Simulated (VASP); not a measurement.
The system is Nb2PdSe4.

```
Nb Pd Se
1.0
    13.98000    0.00000    0.00000
     0.00000    3.55000    0.00000
     0.00000    0.00000    6.15000
Nb Pd Se
4 2 8
Direct
  0.25000 0.00000 0.00000
  0.25000 0.50000 0.50000
  0.75000 0.00000 0.00000
  0.75000 0.50000 0.50000
  0.50000 0.00000 0.00000
  0.00000 0.00000 0.00000
  0.13000 0.00000 0.33330
  0.37000 0.00000 0.33330
  0.37000 0.50000 0.83330
  0.13000 0.50000 0.83330
  0.63000 0.00000 0.66670
  0.87000 0.00000 0.66670
  0.63000 0.50000 0.16670
  0.87000 0.50000 0.16670
```

```yaml
Program: VASP 6.6.1
Task: relaxation of cell and atoms
Functional: PBE
Potentials_or_basis: VASP PAW PBE potentials, release 64 (Nb_sv, Pd, Se)
Cutoff: 600 eV
k_mesh: 1 × 3 × 2
Occupations: gaussian, width 0.15 eV
Spin: no spin polarisation
```

At the start: pressure -3.8 GPa; volume 21.80 Å³/atom.

Question: Where does the relaxation end?

Answer: Over 12 steps the energy falls by 41.3 meV/atom and the volume is 20.36 Å³/atom (-6.6 %); space group Pmma (No. 51, to 0.1 Å) before and after.

The path:
| step | energy change (eV) | largest force (eV/Å) | pressure (GPa) | volume (Å³) |
| --- | --- | --- | --- | --- |
| 1 | 0.0000 | 0.9078 | -3.82 | 305.22 |
| 2 | -0.0887 | 1.1796 | 4.66 | 282.82 |
| 3 | -0.2115 | 0.6861 | 0.68 | 292.14 |
| 4 | -0.3558 | 0.5939 | 0.52 | 290.43 |
| 5 | -0.4630 | 0.6774 | 0.50 | 287.29 |
| 6 | -0.5363 | 0.2324 | -1.37 | 289.02 |
| 7 | -0.5379 | 0.2857 | -1.15 | 288.80 |
| 8 | -0.5560 | 0.1771 | 1.13 | 282.38 |
| 9 | -0.5657 | 0.0792 | 0.26 | 284.73 |
| 10 | -0.5743 | 0.1380 | 0.00 | 285.15 |
| 11 | -0.5746 | 0.1649 | -0.06 | 285.25 |
| 12 | -0.5776 | 0.0777 | 0.04 | 285.03 |

Final structure:
```
CELL_PARAMETERS angstrom
13.08997 0.00000 0.00000
0.00000 3.55075 0.00000
0.00000 0.00000 6.13248
ATOMIC_POSITIONS crystal
Nb 0.25000 0.00000 0.01578
Nb 0.25000 0.50000 0.48126
Nb 0.75000 0.00000 0.98422
Nb 0.75000 0.50000 0.51874
Pd 0.50000 0.00000 0.00000
Pd 0.00000 0.00000 0.00000
Se 0.11984 0.00000 0.34364
Se 0.38016 0.00000 0.34364
Se 0.37067 0.50000 0.83060
Se 0.12933 0.50000 0.83060
Se 0.61984 0.00000 0.65636
Se 0.88016 0.00000 0.65636
Se 0.62933 0.50000 0.16940
Se 0.87067 0.50000 0.16940
```

Caveat: the k points lie up to 0.59 Å⁻¹ apart in the final cell; the relaxation stopped at a loose force limit of 0.08 eV/Å, so its end isn't a converged minimum.
